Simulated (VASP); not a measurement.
A run of VASP 6.6.1:

Contents of INCAR:

```
PREC = Accurate
ENCUT = 520
EDIFF = 1E-7
ISMEAR = -1
SIGMA = 0.05
LREAL = False
LASPH = True
NELM = 80
ALGO = Normal
ISIF = 2
LWAVE = False
LCHARG = True
GGA = PS
LELF = True
LVHAR = True
NBANDS = 10
```

Contents of KPOINTS:

```
Automatic mesh
0
Gamma
  12 12 7
```

The input POSCAR:

```
Li
1.0
    3.0697072123      0.0000000000      0.0000000000
   -1.5348536061      2.6584444280      0.0000000000
    0.0000000000      0.0000000000      4.9465169089
Li
2
Direct
    0.3333333333      0.6666666667      0.2500000000
    0.6666666667      0.3333333333      0.7500000000
```

Potentials or basis: VASP PAW PBE potentials, release 64 (Li_sv).

The run is started by

```bash
$ cat potpaw_PBE.64/Li_sv/POTCAR > POTCAR
$ mpirun -np 1 vasp_std > vasp.out
```

Hardware: 1 thread of Intel Xeon 8259CL (shared host).

Estimate the wall time of this run.

Wall time 31 s on 1 thread of Intel Xeon 8259CL (shared host), peak memory 0.16 GiB. Counts: scf iterations 10, k points 76.
